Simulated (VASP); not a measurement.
# Se (R-3m) in VASP: relaxation of cell and atoms with PBE

Aim: the relaxation of cell and atoms of Se with PBE.

Program: VASP 6.6.1. These are calculated values, not measurements. Logs are shortened: lines on timing, memory, paths and dates and some standing lists are left out, and cuts for length are marked.

## Step 1: The cell of the first run

Symmetry: R-3m, No. 166, trigonal system. Conventional cell: a = 3.850 Å, b = 3.850 Å, c = 2.645 Å, α = 90.00°, β = 90.00°, γ = 120.00°. Se (site symmetry -3m) has 14 Se at 2.39 to 2.84 Å within 3.2 Å.

## Step 2: Relaxation of cell and atoms, PBE

INCAR

```
ALGO = Normal
EDIFF = 1E-6
EDIFFG = -0.01
ENCUT = 600
GGA = PE
IBRION = 2
ISIF = 3
ISMEAR = 0
LASPH = True
LCHARG = False
LREAL = False
LWAVE = False
NELM = 100
NSW = 80
PREC = Accurate
SIGMA = 0.05
```

KPOINTS

```
k-points
0
Gamma
  22 22 22
```

POSCAR

```
Se
1.0
    1.9250000000      1.1113992682      0.8816666667
   -1.9250000000      1.1113992682      0.8816666667
    0.0000000000     -2.2227985364      0.8816666667
Se
1
Direct
    0.0000000000      0.0000000000      0.0000000000
```

Potentials or basis: VASP PAW PBE potentials, release 64 (Se).

Run with:

```bash
$ cat potpaw_PBE.64/Se/POTCAR > POTCAR
$ mpirun -np 1 vasp_std > vasp.out
```

OUTCAR:

```text
EDIFF = 1E-6
   EDIFFG = -0.01
   ENCUT = 600
   GGA = PE
   IBRION = 2
   ISIF = 3
   ISMEAR = 0
   LASPH = True
   LREAL = False
   NELM = 100
   NSW = 80
   PREC = Accurate

 ion  position               nearest neighbor table
   1  0.000  0.000  0.000-

  LATTYP: Found a trigonal (rhomboedric) cell.
 ALAT       =     2.3912694211
 COS(alpha) =    -0.2960878603

  Lattice vectors:

 A1 = (   1.9250000000,   1.1113992682,   0.8816666667)
 A2 = (  -1.9250000000,   1.1113992682,   0.8816666667)
 A3 = (   0.0000000000,  -2.2227985364,   0.8816666667)

Analysis of symmetry for initial positions (statically):
=====================================================================
 Subroutine PRICEL returns:
 Original cell was already a primitive cell.

 Routine SETGRP: Setting up the symmetry group for a
 trigonal (rhombohedral) supercell.

 Subroutine GETGRP returns: Found 12 space group operations
 (whereof 12 operations were pure point group operations)
 out of a pool of 12 trial point group operations.

The static configuration has the point symmetry D_3d.

Analysis of symmetry for dynamics (positions and initial velocities):
=====================================================================
 Subroutine PRICEL returns:
 Original cell was already a primitive cell.

 Routine SETGRP: Setting up the symmetry group for a
 trigonal (rhombohedral) supercell.

 Subroutine GETGRP returns: Found 12 space group operations
 (whereof 12 operations were pure point group operations)
 out of a pool of 12 trial point group operations.

The dynamic configuration has the point symmetry D_3d.

 Subroutine INISYM returns: Found 12 space group operations
 (whereof 12 operations are pure point group operations),
 and found     1 'primitive' translations

----------------------------------------------------------------------------------------

                                     Primitive cell

  volume of cell :      11.3177

  direct lattice vectors                    reciprocal lattice vectors
     1.925000000  1.111399268  0.881666667     0.259740260  0.149961109  0.378071834
    -1.925000000  1.111399268  0.881666667    -0.259740260  0.149961109  0.378071834
     0.000000000 -2.222798536  0.881666667     0.000000000 -0.299922218  0.378071834

  length of vectors
     2.391269421  2.391269421  2.391269421     0.482588487  0.482588487  0.482588487

  position of ions in fractional coordinates (direct lattice)
     0.000000000  0.000000000  0.000000000

  ion indices of the primitive-cell ions
   primitive index   ion index
                 1           1

----------------------------------------------------------------------------------------

 KPOINTS: k-points

Automatic generation of k-mesh.
 Grid dimensions read from file:
 generate k-points for:   22   22   22

 Generating k-lattice:

  Cartesian coordinates                     Fractional coordinates (reciprocal lattice)
     0.011806375  0.006816414  0.017185083     0.045454545  0.000000000  0.000000000
    -0.011806375  0.006816414  0.017185083     0.000000000  0.045454545  0.000000000
     0.000000000 -0.013632828  0.017185083     0.000000000  0.000000000  0.045454545

  Length of vectors
     0.021935840  0.021935840  0.021935840

  Shift w.r.t. Gamma in fractional coordinates (k-lattice)
     0.000000000  0.000000000  0.000000000

 Subroutine IBZKPT returns following result:
 ===========================================

 Found   1024 irreducible k-points:

 Following reciprocal coordinates:
            Coordinates               Weight
  0.000000  0.000000  0.000000      1.000000
  0.045455 -0.000000  0.000000      6.000000
  0.090909 -0.000000  0.000000      6.000000
  0.136364 -0.000000  0.000000      6.000000
  0.181818 -0.000000  0.000000      6.000000
  0.227273 -0.000000  0.000000      6.000000
[... 16 lines left out ...]
  0.500000  0.045455 -0.000000     12.000000
 -0.454545  0.045455 -0.000000     12.000000
 [... further k-points ...]
   k-points           NKPTS =   1024   k-points in BZ     NKDIM =   1024   number of bands    NBANDS=      7
   number of dos      NEDOS =    301   number of ions     NIONS =      1
   total plane-waves  NPLWV =   8000
   dimension x,y,z NGX =    20 NGY =   20 NGZ =   20
   dimension x,y,z NGXF=    40 NGYF=   40 NGZF=   40
   ions per type =               1
   NGX,Y,Z   is equivalent  to a cutoff of  13.90, 13.90, 13.90 a.u.
   NGXF,Y,Z  is equivalent  to a cutoff of  27.81, 27.81, 27.81 a.u.
 SYSTEM =  unknown system
   PREC   = accura    normal or accurate (medium, high low for compatibility)
   ISTART =      0    job   : 0-new  1-cont  2-samecut
   ICHARG =      2    charge: 1-file 2-atom 10-const
   ISPIN  =      1    spin polarized calculation?
   LNONCOLLINEAR =      F non collinear calculations
   LSORBIT =      F    spin-orbit coupling
   LASPH  =      T    aspherical Exc in radial PAW
   ENCUT  =  600.0 eV  44.10 Ry    6.64 a.u.   4.78  4.78  4.78*2*pi/ulx,y,z
   NELM   =    100;   NELMIN=  2; NELMDL= -5     # of ELM steps
   EDIFF  = 0.1E-05   stopping-criterion for ELM
   LREAL  =      F    real-space projection
   EDIFFG = -.1E-01   stopping-criterion for IOM
   NSW    =     80    number of steps for IOM
   IBRION =      2    ionic relax: 0-MD 1-quasi-New 2-CG
   NFREE  =      1    steps in history (QN), initial steepest desc. (CG)
   ISIF   =      3    stress and relaxation
   ISYM   =      2    0-nonsym 1-usesym 2-fastsym
   POTIM  = 0.5000    time-step for ionic-motion
   TEBEG  =    0.0;   TEEND  =   0.0 temperature during run
   PSTRESS=    0.0 pullay stress
   NELECT =       6.0000    total number of electrons
   NUPDOWN=      -1.0000    fix difference up-down
   EMIN   =  10.00;   EMAX   =-10.00  energy-range for DOS
   EFERMI =   0.00;   METHOD = LEGACY
   ISMEAR =     0;   SIGMA  =   0.05  broadening in eV -4-tet -1-fermi 0-gaus
   EFERMI_NEDOS =   21; number of points for ismear=-14 and -15
   IALGO  =     38    algorithm
   IMIX   =      4    mixing-type and parameters
     AMIX     =   0.40;   BMIX     =  1.00
     AMIX_MAG =   1.60;   BMIX_MAG =  1.00
  volume/ion in A,a.u.               =      11.32        76.38
  Fermi-wavevector in a.u.,A,eV,Ry     =   1.324971  2.503832 23.885687  1.755548
  Thomas-Fermi vector in A             =   2.454466
   LORBIT       =      0    0 simple, 1 ext, 2 COOP (PROOUT), +10 PAW based schemes
   GGA     = PE    functional components
   LHFCALC =     F    Hartree Fock is set to
   AEXX    =    0.0000 exact exchange contribution
   IVDW    =     0    specifies the selected vdW correction
   LEPSILON=     F    determine dielectric tensor
   LRPA    =     F    only Hartree local field effects (RPA)
 conjugate gradient relaxation of ions
 non-spin polarized calculation
 Gauss-broadening in eV      SIGMA  =   0.05
  energy-cutoff  :      600.00
  volume of cell :       11.32
 maximum number of plane-waves:       394
   NGX =  9   NGY =  9   NGZ =  9

--------------------------------------- Ionic step        1  -------------------------------------------

 number of electron       6.0000000 magnetization

 Free energy of the ion-electron system (eV)
  ---------------------------------------------------
  ext. energy  EPLUGINS =         0.00000000
  ---------------------------------------------------
  free energy    TOTEN  =        -0.27474072 eV

  energy without entropy =       -0.27436140  energy(sigma->0) =       -0.27455106

 E-fermi :  14.8791     XC(G=0): -13.4428

 val. band max:       14.8775443848   @ k =  -0.2727  -0.4545   0.2273
 cond. band min:      14.8924096259   @ k =   0.4545   0.4545   0.2727
 fundamental gap:      0.0148652411
 Fermi energy:        14.8791233229

 k-point     1 :       0.0000    0.0000    0.0000
  band No.  band energies     occupation
      1      -8.7837      2.00000
      2      20.3964      0.00000
      3      22.6668      0.00000
      4      22.6668      0.00000
      5      27.2655      0.00000
      6      27.2655      0.00000
      7      29.7203      0.00000
[... 264 lines left out ...]
--------------------------------------- Ionic step        2  -------------------------------------------

 number of electron       6.0000000 magnetization

 E-fermi :  -1.0639     XC(G=0):  -7.4404

 val. band max:       -1.0643437022   @ k =  -0.3182   0.2273   0.2273
 cond. band min:      -1.0638509433   @ k =  -0.3636   0.1818   0.0000
 fundamental gap:      0.0004927589
 Fermi energy:        -1.0638989214

 k-point     1 :       0.0000    0.0000    0.0000
  band No.  band energies     occupation
      1     -13.1708      2.00000
      2      -0.4982      0.00000
      3      -0.1653      0.00000
      4      -0.1653      0.00000
      5       4.6947      0.00000
      6       9.5272      0.00000
      7       9.5272      0.00000
[... 293 lines left out ...]
  FREE ENERGIE OF THE ION-ELECTRON SYSTEM (eV)
  ---------------------------------------------------
  free  energy   TOTEN  =        -2.9484408534 eV

  energy  without entropy=       -2.9475005322  energy(sigma->0) =       -2.94797069

 E-fermi :   5.5891     XC(G=0): -10.2492

 val. band max:        5.5868552153   @ k =  -0.3182   0.2727   0.1818
 cond. band min:       5.6143342845   @ k =  -0.3636   0.2273   0.1818
 fundamental gap:      0.0274790692
 Fermi energy:         5.5890643240

 k-point     1 :       0.0000    0.0000    0.0000
  band No.  band energies     occupation
      1     -11.1070      2.00000
      2       7.0238      0.00000
      3       7.1592      0.00000
      4       7.1592      0.00000
      5      13.2442      0.00000
      6      13.2442      0.00000
      7      13.8802      0.00000
[... 221 lines left out ...]
 k-point    24 :      -0.4545    0.0455   -0.0000
  band No.  band energies     occupation
      1      -8.8176      2.00000
      2      -1.8135      2.00000
      3       8.3584      0.00000
      4       8.7005      0.00000
      5      15.6682      0.00000
      6      17.2303      0.00000
      7      18.0198      0.00000

 [... further k-points ...]

 E-fermi :   4.9761     XC(G=0): -10.0333

 val. band max:        4.9754563501   @ k =  -0.1364   0.2273   0.0909
 cond. band min:       4.9768598569   @ k =   0.5000   0.3636   0.2273
 fundamental gap:      0.0014035068
 Fermi energy:         4.9760668286

 k-point     1 :       0.0000    0.0000    0.0000
  band No.  band energies     occupation
      1     -11.2586      2.00000
      2       6.3108      0.00000
      3       6.5031      0.00000
      4       6.5031      0.00000
      5      12.7398      0.00000
      6      12.7398      0.00000
      7      13.0113      0.00000
[... 221 lines left out ...]
 k-point    24 :      -0.4545    0.0455   -0.0000
  band No.  band energies     occupation
      1      -9.1450      2.00000
      2      -1.9797      2.00000
      3       7.5744      0.00000
      4       7.8970      0.00000
      5      15.0315      0.00000
      6      16.4094      0.00000
      7      17.1038      0.00000

 [... further k-points ...]

[... ionic steps 4 to 20 ...]

--------------------------------------- Ionic step       21  -------------------------------------------

 number of electron       5.9999996 magnetization

------------------------ aborting loop because EDIFF is reached ----------------------------------------
[... 65 lines left out ...]
--------------------------------------- Ionic step       23  -------------------------------------------

 number of electron       5.9999997 magnetization

 Free energy of the ion-electron system (eV)
  ---------------------------------------------------
  ext. energy  EPLUGINS =         0.00000000
  ---------------------------------------------------
  free energy    TOTEN  =        -3.32157199 eV

  energy without entropy =       -3.32089741  energy(sigma->0) =       -3.32123470

 E-fermi :   4.6694     XC(G=0):  -9.9206

 val. band max:        4.6681122634   @ k =  -0.1364   0.2273   0.0909
 cond. band min:       4.6706222172   @ k =   0.4091   0.1818   0.1818
 fundamental gap:      0.0025099538
 Fermi energy:         4.6694404133

 k-point     1 :       0.0000    0.0000    0.0000
  band No.  band energies     occupation
      1     -11.3395      2.00000
      2       5.9814      0.00000
      3       6.1505      0.00000
      4       6.1505      0.00000
      5      12.4784      0.00000
      6      12.4784      0.00000
      7      12.5690      0.00000
[... 258 lines left out ...]
  FREE ENERGIE OF THE ION-ELECTRON SYSTEM (eV)
  ---------------------------------------------------
  free  energy   TOTEN  =        -3.3215719852 eV

  energy  without entropy=       -3.3208974105  energy(sigma->0) =       -3.32123470

 reached required accuracy - stopping structural energy minimisation
```

Wall time 9.7 min (1 thread of AMD EPYC 7R13 (Zen 3), shared host); peak memory 0.19 GiB.

Results:

```yaml
Free_energy: -3.3216 eV
Relaxed_volume: 22.59 Å³/atom
Relaxed_cell: a = 2.828 Å, b = 2.828 Å, c = 2.828 Å, α = 91.24°, β = 91.24°, γ = 91.24°
Space_group_after_relaxing_to_0.05_Å: R-3m (No. 166)
Energy_gained_by_relaxing: 3046.8 meV/atom
Ionic_steps: 23
Pressure_after_relaxing: 0.0 GPa
Band_gap_on_the_k_mesh: zero (band 3 reaches 7.44 eV, above the bottom of band 4 at 1.61 eV)
```

Step by step:
```tsv
step	energy change (eV)	largest force (eV/Å)	pressure (GPa)	volume (Å³)
1	0.0000	0.0000	161.34	11.32
2	-1.4450	0.0000	-8.53	42.13
3	-2.6737	0.0000	-3.38	21.55
4	-2.6821	0.0000	-2.02	21.06
5	-2.6864	0.0000	0.19	20.39
6	-2.6861	0.0000	-0.58	20.60
7	-2.7391	0.0000	-0.29	20.69
8	-2.9134	0.0000	1.48	20.73
9	-2.9618	0.0000	11.23	19.97
10	-2.9792	0.0000	9.93	20.23
11	-3.0180	0.0000	6.22	21.01
12	-3.0311	0.0000	-0.14	22.48
13	-3.0366	0.0000	2.12	21.93
14	-3.0367	0.0000	1.85	21.99
15	-3.0381	0.0000	1.87	22.00
16	-3.0413	0.0000	1.91	22.02
17	-3.0436	0.0000	1.91	22.03
18	-3.0462	0.0000	0.79	22.35
19	-3.0468	0.0000	-0.03	22.60
20	-3.0468	0.0000	0.01	22.59
21	-3.0468	0.0000	0.01	22.59
22	-3.0468	0.0000	0.01	22.59
23	-3.0468	0.0000	0.00	22.59
```

Final structure:
```
CELL_PARAMETERS angstrom
2.02103 1.16684 1.59667
-2.02103 1.16684 1.59667
0.00000 -2.33369 1.59667
ATOMIC_POSITIONS crystal
Se 0.00000 0.00000 0.00000
```

Levels at points of the mesh, in eV from the Fermi level:
| k point | band 1 | band 2 | band 3 | band 4 | band 5 | band 6 | band 7 |
| --- | --- | --- | --- | --- | --- | --- | --- |
| (0.00, 0.00, 0.00) | -16.01 | 1.31 | 1.48 | 1.48 | 7.81 | 7.81 | 7.90 |
| (0.50, 0.00, 0.00) | -13.95 | -6.91 | 2.77 | 2.88 | 9.94 | 11.51 | 12.59 |
| (0.50, 0.50, 0.00) | -11.90 | -5.11 | -4.86 | 3.00 | 4.10 | 13.33 | 15.96 |
| (0.50, 0.50, 0.50) | -9.82 | -3.40 | -3.40 | -3.05 | 5.74 | 5.74 | 6.23 |

Caveat: the volume moved by over 15 % at a fixed basis, so the end points are rough; the volume moved by +100 % from the deposited cell, more than functionals usually miss.
